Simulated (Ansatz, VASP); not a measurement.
**Two plane-wave programs on Sb**

```xyz
2
Lattice="2.1705 1.2531 3.8694 -2.1705 1.2531 3.8694 0.0000 -2.5063 3.8694" Properties=species:S:1:pos:R:3 pbc="T T T"
Sb    0.0000    0.0000    2.6861
Sb    0.0000    0.0000    8.9221
```

Alike in both runs: functional r2SCAN; k mesh 12 × 12 × 12; occupations gaussian, width 0.1 eV; no spin polarisation.

Ansatz relaxed the structure, and its values are those at the end. VASP's run is a single point on that final structure, the one shown.

|  | VASP | Ansatz |
| --- | --- | --- |
| version | VASP 6.6.1 | Ansatz 0.2.0 |
| potentials or method | VASP PAW PBE potentials, release 64 (Sb), cutoff 520 eV | scalar-relativistic, plane waves, PAW |
| valence electrons in the cell | 10 | 30 |

```csv
,VASP,Ansatz,Ansatz less VASP
gap on the k mesh at the Fermi level (eV),none,none,-
pressure (GPa),0.1,0.0,-0.11
rms of the force components (eV/Å),0.031,0.000,-0.0314
```

VASP's potentials were made for PBE, not for r2SCAN. A gap of «none» marks a metal or a gap that the smearing closes. With one functional, cell and mesh, what is left measures potentials, basis and numerics. VASP's potentials hold 10 valence electrons a cell and Ansatz's 30, so a difference there can come from the potentials and not from the codes.

Spin-orbit coupling is off throughout.
